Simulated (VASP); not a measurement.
# Pt (Fm-3m) in VASP: notebook

The runs below take Pt through single point, with r2SCAN.

Program: VASP 6.6.1. These are calculated values, not measurements. Logs are shortened: lines on timing, memory, paths and dates and some standing lists are left out, and cuts for length are marked.

**1. The cell of the first run**

Symmetry: Fm-3m, No. 225, cubic system. Conventional cell: a = 3.941 Å, b = 3.941 Å, c = 3.941 Å, α = 90.00°, β = 90.00°, γ = 90.00°. Pt (site symmetry m-3m) has 12 Pt at 2.79 Å within 3.7 Å.

**2. Single point, r2SCAN**

POSCAR reads:

```
Pt
1.0
    0.0000000000      1.9705765473      1.9705765473
    1.9705765473      0.0000000000      1.9705765473
    1.9705765473      1.9705765473      0.0000000000
Pt
1
Direct
    0.0000000000      0.0000000000      0.0000000000
```

INCAR.step1 reads:

```
SYSTEM = Pt
ALGO = Normal ; EDIFF = 1E-4
ENCUT = 520 ; GGA = PE
ISMEAR = -1 ; LASPH = .TRUE.
LCHARG = .FALSE. ; LREAL = .FALSE.
LWAVE = .TRUE. ; NBANDS = 11
NELM = 80 ; PREC = Accurate
SIGMA = 0.1
```

INCAR.step2 reads:

```
SYSTEM = Pt
ALGO = Normal ; EDIFF = 1E-6
ENCUT = 520 ; ISIF = 2
ISMEAR = -1 ; ISTART = 1
LASPH = .TRUE. ; LCHARG = .FALSE.
LMIXTAU = .TRUE. ; LREAL = .FALSE.
LWAVE = .FALSE. ; METAGGA = R2SCAN
NBANDS = 11 ; NELM = 80
PREC = Accurate ; SIGMA = 0.1
```

KPOINTS reads:

```
k-points
0
G
  5 5 5
  0 0 0
```

Potentials or basis: VASP PAW PBE potentials, release 64 (Pt).

Command:

```bash
$ cat potpaw_PBE.64/Pt/POTCAR > POTCAR
$ cp INCAR.step1 INCAR
$ mpirun -np 1 vasp_std > vasp.out
$ cp INCAR.step2 INCAR
$ mpirun -np 1 vasp_std > vasp.out
```

OUTCAR:

```text
SYSTEM = Pt
   EDIFF = 1E-6
   ENCUT = 520
   ISIF = 2
   ISMEAR = -1
   ISTART = 1
   LASPH = .TRUE.
   LREAL = .FALSE.
   METAGGA = R2SCAN
   NELM = 80
   PREC = Accurate

 ion  position               nearest neighbor table
   1  0.000  0.000  0.000-

  LATTYP: Found a face centered cubic cell.
 ALAT       =     3.9411530946

  Lattice vectors:

 A1 = (   0.0000000000,   1.9705765473,   1.9705765473)
 A2 = (   1.9705765473,   0.0000000000,   1.9705765473)
 A3 = (   1.9705765473,   1.9705765473,   0.0000000000)

Analysis of symmetry for initial positions (statically):
=====================================================================
 Subroutine PRICEL returns:
 Original cell was already a primitive cell.

 Routine SETGRP: Setting up the symmetry group for a
 face centered cubic supercell.

 Subroutine GETGRP returns: Found 48 space group operations
 (whereof 48 operations were pure point group operations)
 out of a pool of 48 trial point group operations.

The static configuration has the point symmetry O_h .

Analysis of symmetry for dynamics (positions and initial velocities):
=====================================================================
 Subroutine PRICEL returns:
 Original cell was already a primitive cell.

 Routine SETGRP: Setting up the symmetry group for a
 face centered cubic supercell.

 Subroutine GETGRP returns: Found 48 space group operations
 (whereof 48 operations were pure point group operations)
 out of a pool of 48 trial point group operations.

The dynamic configuration has the point symmetry O_h .

 Subroutine INISYM returns: Found 48 space group operations
 (whereof 48 operations are pure point group operations),
 and found     1 'primitive' translations

----------------------------------------------------------------------------------------

                                     Primitive cell

  volume of cell :      15.3042

  direct lattice vectors                    reciprocal lattice vectors
     0.000000000  1.970576547  1.970576547    -0.253732848  0.253732848  0.253732848
     1.970576547  0.000000000  1.970576547     0.253732848 -0.253732848  0.253732848
     1.970576547  1.970576547  0.000000000     0.253732848  0.253732848 -0.253732848

  length of vectors
     2.786816079  2.786816079  2.786816079     0.439478185  0.439478185  0.439478185

[... 66 lines left out ...]
   NSW    =      0    number of steps for IOM
   IBRION =     -1    ionic relax: 0-MD 1-quasi-New 2-CG
   NFREE  =      0    steps in history (QN), initial steepest desc. (CG)
   ISIF   =      2    stress and relaxation
   ISYM   =      2    0-nonsym 1-usesym 2-fastsym
   POTIM  = 0.5000    time-step for ionic-motion
   TEBEG  =    0.0;   TEEND  =   0.0 temperature during run
   PSTRESS=    0.0 pullay stress
   NELECT =      10.0000    total number of electrons
   NUPDOWN=      -1.0000    fix difference up-down
   EMIN   =  10.00;   EMAX   =-10.00  energy-range for DOS
   EFERMI =   0.00;   METHOD = LEGACY
   ISMEAR =    -1;   SIGMA  =   0.10  broadening in eV -4-tet -1-fermi 0-gaus
   EFERMI_NEDOS =   21; number of points for ismear=-14 and -15
   IALGO  =     38    algorithm
   IMIX   =      4    mixing-type and parameters
     AMIX     =   0.40;   BMIX     =  1.00
     AMIX_MAG =   1.60;   BMIX_MAG =  1.00
  volume/ion in A,a.u.               =      15.30       103.28
  Fermi-wavevector in a.u.,A,eV,Ry     =   1.420599  2.684543 27.457940  2.018102
  Thomas-Fermi vector in A             =   2.541497
   LORBIT       =      0    0 simple, 1 ext, 2 COOP (PROOUT), +10 PAW based schemes
   METAGGA = R2SCAN    functional components
   LHFCALC =     F    Hartree Fock is set to
   AEXX    =    0.0000 exact exchange contribution
   IVDW    =     0    specifies the selected vdW correction
   LEPSILON=     F    determine dielectric tensor
   LRPA    =     F    only Hartree local field effects (RPA)
 non-spin polarized calculation
  energy-cutoff  :      520.00
  volume of cell :       15.30
 maximum number of plane-waves:       424
 NGX is ok and might be reduce to    24
   NGX = 11   NGY = 11   NGZ = 11

 number of electron      10.0000001 magnetization

 Free energy of the ion-electron system (eV)
  ---------------------------------------------------
  ext. energy  EPLUGINS =         0.00000000
  ---------------------------------------------------
  free energy    TOTEN  =       -51.23593395 eV

  energy without entropy =      -51.14496185  energy(sigma->0) =      -51.19044790

 E-fermi :  10.7038     XC(G=0): -14.5350

 val. band max:       10.6440757768   @ k =   0.4000   0.2000   0.0000
 cond. band min:      10.8218516004   @ k =  -0.4000   0.4000   0.0000
 fundamental gap:      0.1777758236
 Fermi energy:        10.7037814584

 k-point     1 :       0.0000    0.0000    0.0000
  band No.  band energies     occupation
      1       0.4079      2.00000
      2       6.9286      2.00000
      3       6.9286      2.00000
      4       6.9286      2.00000
      5       9.0422      2.00000
      6       9.0422      2.00000
      7      26.2289      0.00000
      8      31.3348      0.00000
      9      31.3348      0.00000
     10      31.3348      0.00000
     11      37.1343      0.00000
[... 113 lines left out ...]
 k-point    10 :      -0.4000    0.4000    0.2000
  band No.  band energies     occupation
      1       5.1465      2.00000
      2       5.5101      2.00000
      3       6.4091      2.00000
      4       9.0999      2.00000
      5      10.5890      1.51820
      6      15.0300      0.00000
      7      20.3809      0.00000
      8      21.6803      0.00000
      9      25.1912      0.00000
     10      34.5866      0.00000
     11      35.2270      0.00000

------------------------ aborting loop because EDIFF is reached ----------------------------------------

  FORCE on cell =-STRESS in cart. coord.  units (eV):
  Direction    XX          YY          ZZ          XY          YZ          ZX
  --------------------------------------------------------------------------------------
  -------------------------------------------------------------------------------------
  Total        0.5800307      0.5800307      0.5800307      0.0000000     -0.0000000      0.0000000
  in kB       60.7227837     60.7227837     60.7227837      0.0000000     -0.0000000      0.0000000
  external PRESSURE =      60.7227837 kB  Pullay stress =       0.0000000 kB

 VOLUME and BASIS-vectors are now :
 -----------------------------------------------------------------------------
  energy-cutoff  :      520.00
  volume of cell :       15.30
      direct lattice vectors                 reciprocal lattice vectors
     0.000000000  1.970576547  1.970576547    -0.253732848  0.253732848  0.253732848
     1.970576547  0.000000000  1.970576547     0.253732848 -0.253732848  0.253732848
     1.970576547  1.970576547  0.000000000     0.253732848  0.253732848 -0.253732848

 POSITION                                       TOTAL-FORCE (eV/Angst)
 -----------------------------------------------------------------------------------
      0.00000      0.00000      0.00000        -0.000000     -0.000000      0.000000
 -----------------------------------------------------------------------------------
    total drift:                               -0.000000      0.000000     -0.000000

  FREE ENERGIE OF THE ION-ELECTRON SYSTEM (eV)
  ---------------------------------------------------
  free  energy   TOTEN  =       -51.2359339516 eV

  energy  without entropy=      -51.1449618454  energy(sigma->0) =      -51.19044790
```

OSZICAR.step1:

```text
N       E                     dE             d eps       ncg     rms          rms(c)
DAV:   1     0.361704342274E+02    0.36170E+02   -0.52013E+03   236   0.834E+02
DAV:   2    -0.568811478353E+01   -0.41859E+02   -0.40802E+02   258   0.169E+02
DAV:   3    -0.621427320025E+01   -0.52616E+00   -0.52336E+00   261   0.175E+01
DAV:   4    -0.621612249012E+01   -0.18493E-02   -0.18492E-02   253   0.123E+00
DAV:   5    -0.621613796088E+01   -0.15471E-04   -0.15471E-04   256   0.103E-01    0.132E+01
DAV:   6    -0.588402615362E+01    0.33211E+00   -0.72444E-01   235   0.690E+00    0.709E+00
DAV:   7    -0.584665994563E+01    0.37366E-01   -0.13078E-01   256   0.286E+00    0.266E+00
DAV:   8    -0.584336566440E+01    0.32943E-02   -0.74790E-03   238   0.741E-01    0.571E-01
DAV:   9    -0.584312749314E+01    0.23817E-03   -0.33741E-04   247   0.156E-01    0.458E-02
DAV:  10    -0.584313110266E+01   -0.36095E-05   -0.53280E-06   119   0.182E-02
   1 F= -.58431311E+01 E0= -.57956839E+01  d E =-.948943E-01
```

It took 8.6 s on 1 thread of AMD EPYC 7R13, shared host; peak memory 0.14 GiB.

Results:

| Property | Result |
| --- | --- |
| Free energy | -51.2359 eV |
| Pressure | 6.1 GPa |
| Band gap on the k mesh | zero (band 5 reaches 10.82 eV, above the bottom of band 6 at 9.01 eV) |

Caveat: the k points lie up to 0.55 Å⁻¹ apart; the PAW data sets were made with another functional, which shifts forces and pressure a little; spin-orbit coupling is left out, which moves the levels of the heavy elements.

**3. Single point, r2SCAN**

POSCAR is that of step 2.

INCAR.step1 reads:

```
SYSTEM = Pt
PREC = Accurate
ENCUT = 520
ISMEAR = -1
SIGMA = 0.1
LREAL = .False.
LASPH = .True.
NELM = 60
NBANDS = 11
GGA = PE
ALGO = Normal
EDIFF = 1E-4
LWAVE = .True.
LCHARG = .False.
```

INCAR.step2 reads:

```
SYSTEM = Pt
PREC = Accurate
ENCUT = 520
EDIFF = 1E-6
ISMEAR = -1
SIGMA = 0.1
LREAL = .False.
LASPH = .True.
NELM = 60
ALGO = Normal
ISIF = 2
LWAVE = .False.
LCHARG = .False.
METAGGA = R2SCAN
LMIXTAU = .True.
NBANDS = 11
ISTART = 1
```

KPOINTS reads:

```
Automatic mesh
0
Gamma
  7 7 7
  0 0 0
```

Potentials or basis: VASP PAW PBE potentials, release 64 (Pt).

Command:

```bash
$ cat potpaw_PBE.64/Pt/POTCAR > POTCAR
$ cp INCAR.step1 INCAR
$ mpirun -np 1 vasp_std > vasp.out
$ cp INCAR.step2 INCAR
$ mpirun -np 1 vasp_std > vasp.out
```

Run time: 13 s. Hardware: 1 thread of AMD EPYC 7R13, shared host; peak memory 0.14 GiB.

The run converged. Its results:

| Quantity | Value |
| --- | --- |
| Free energy | -51.5025 eV |
| Pressure | 2.1 GPa |
| Band gap on the k mesh | zero (band 5 reaches 11.06 eV, above the bottom of band 6 at 8.96 eV) |

Levels at points of the mesh, in eV from the Fermi level:
| k point | band 2 | band 3 | band 4 | band 5 | band 6 | band 7 | band 8 | band 9 |
| --- | --- | --- | --- | --- | --- | --- | --- | --- |
| (0.00, 0.00, 0.00) | -3.91 | -3.91 | -3.91 | -1.80 | -1.80 | 15.40 | 20.48 | 20.48 |

Caveat: the k points lie up to 0.39 Å⁻¹ apart; the PAW data sets were made with another functional, which shifts forces and pressure a little; spin-orbit coupling is left out, which moves the levels of the heavy elements.

**4. Single point, r2SCAN**

POSCAR is that of step 3.

INCAR.step1 reads:

```
SYSTEM = Pt
PREC = Accurate ; ENCUT = 520
ISMEAR = -1 ; SIGMA = 0.1
LREAL = .False. ; LASPH = .True.
NELM = 60 ; NBANDS = 11
GGA = PE ; ALGO = Normal
EDIFF = 1E-4 ; LWAVE = .True.
LCHARG = .False.
```

INCAR.step2 reads:

```
SYSTEM = Pt
PREC = Accurate ; ENCUT = 520
EDIFF = 1E-6 ; ISMEAR = -1
SIGMA = 0.1 ; LREAL = .False.
LASPH = .True. ; NELM = 60
ALGO = Normal ; ISIF = 2
LWAVE = .False. ; LCHARG = .False.
METAGGA = R2SCAN ; LMIXTAU = .True.
NBANDS = 11 ; ISTART = 1
```

KPOINTS reads:

```
regular mesh
0
Gamma
  8 8 8
  0 0 0
```

Potentials or basis: VASP PAW PBE potentials, release 64 (Pt).

Command:

```bash
$ cat potpaw_PBE.64/Pt/POTCAR > POTCAR
$ cp INCAR.step1 INCAR
$ mpirun -np 1 vasp_std > vasp.out
$ cp INCAR.step2 INCAR
$ mpirun -np 1 vasp_std > vasp.out
```

OUTCAR:

```text
SYSTEM = Pt
   PREC = Accurate
   ENCUT = 520
   EDIFF = 1E-6
   ISMEAR = -1
   LREAL = .False.
   LASPH = .True.
   NELM = 60
   ISIF = 2
   METAGGA = R2SCAN
   ISTART = 1

 ion  position               nearest neighbor table
   1  0.000  0.000  0.000-

  LATTYP: Found a face centered cubic cell.
 ALAT       =     3.9411530946

  Lattice vectors:

 A1 = (   0.0000000000,   1.9705765473,   1.9705765473)
 A2 = (   1.9705765473,   0.0000000000,   1.9705765473)
 A3 = (   1.9705765473,   1.9705765473,   0.0000000000)
[... 505 lines left out ...]
      2       5.8505      2.00000
      3       7.2688      2.00000
      4       7.9657      2.00000
      5      10.5071      1.61136
      6      15.3781      0.00000
      7      16.4666      0.00000
      8      26.0192      0.00000
      9      26.5595      0.00000
     10      30.8320      0.00000
     11      37.9871      0.00000

 [... further k-points ...]
[... 5 lines left out ...]
  --------------------------------------------------------------------------------------
  -------------------------------------------------------------------------------------
  Total        0.0374605      0.0374605      0.0374605      0.0000000      0.0000000      0.0000000
  in kB        3.9216956      3.9216956      3.9216956      0.0000000      0.0000000      0.0000000
  external PRESSURE =       3.9216956 kB  Pullay stress =       0.0000000 kB

 VOLUME and BASIS-vectors are now :
 -----------------------------------------------------------------------------
  energy-cutoff  :      520.00
  volume of cell :       15.30
      direct lattice vectors                 reciprocal lattice vectors
     0.000000000  1.970576547  1.970576547    -0.253732848  0.253732848  0.253732848
     1.970576547  0.000000000  1.970576547     0.253732848 -0.253732848  0.253732848
     1.970576547  1.970576547  0.000000000     0.253732848  0.253732848 -0.253732848

 POSITION                                       TOTAL-FORCE (eV/Angst)
 -----------------------------------------------------------------------------------
      0.00000      0.00000      0.00000        -0.000000     -0.000000     -0.000000
 -----------------------------------------------------------------------------------
    total drift:                               -0.000000      0.000000     -0.000000

  FREE ENERGIE OF THE ION-ELECTRON SYSTEM (eV)
  ---------------------------------------------------
  free  energy   TOTEN  =       -51.5093968906 eV

  energy  without entropy=      -51.4518108682  energy(sigma->0) =      -51.48060388
```

Wall time 15 s (1 thread of AMD EPYC 7R13, shared host); peak memory 0.15 GiB.

Results:

```yaml
Free_energy: -51.5094 eV
Pressure: 0.4 GPa
Band_gap_on_the_k_mesh: zero (band 5 reaches 11.21 eV, above the bottom of band 6 at 8.90 eV)
```

Caveat: the PAW data sets were made with another functional, which shifts forces and pressure a little; spin-orbit coupling is left out, which moves the levels of the heavy elements.

**5. Overview**

```tsv
k mesh	gap on the mesh (eV)	pressure (GPa)
5 × 5 × 5	none	6.1
7 × 7 × 7	none	2.1
8 × 8 × 8	none	0.4
```

Alike in all rows: task single point; level r2SCAN; potentials or basis VASP PAW PBE potentials, release 64 (Pt); no spin polarisation; cell as given; cutoff (eV) 520; smearing fermi-dirac 0.1 eV.

Caveats: some runs use coarse meshes; the PAW data sets were made with another functional, which shifts forces and pressure a little; spin-orbit coupling is left out, which moves the levels of the heavy elements.

Total energies depend on the potentials used, so only differences within one code and one set of settings carry meaning.
